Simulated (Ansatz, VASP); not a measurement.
**Two plane-wave programs on ZnO**

```
Zn O
1.0
     3.25474    0.00000    0.00000
    -1.62737    2.81869    0.00000
     0.00000    0.00000    5.25642
Zn O
2 2
Direct
  0.33333 0.66667 0.00162
  0.66667 0.33333 0.50162
  0.33333 0.66667 0.38048
  0.66667 0.33333 0.88048
```

Alike in both runs: functional PBE; dispersion D3(BJ); k mesh 12 × 12 × 6; occupations gaussian, width 0.02 eV; no spin polarisation.

Ansatz relaxed the structure, and its values are those at the end. VASP's run is a single point on that final structure, the one shown.

```csv
,VASP,Ansatz
version,VASP 6.6.1,Ansatz 0.2.0
potentials or method,"VASP PAW PBE potentials, release 64 (Zn, O_h), cutoff 910 eV","scalar-relativistic, plane waves, PAW"
valence electrons in the cell,36,36
```

|  | VASP | Ansatz | Ansatz less VASP |
| --- | --- | --- | --- |
| gap on the k mesh at the Fermi level (eV) | 0.76 | 0.78 | +0.014 |
| least direct gap on the mesh (eV) | 0.76 | 0.78 | +0.014 |

Noted on VASP's run: the cutoff is short for stress, so the pressure is rough.
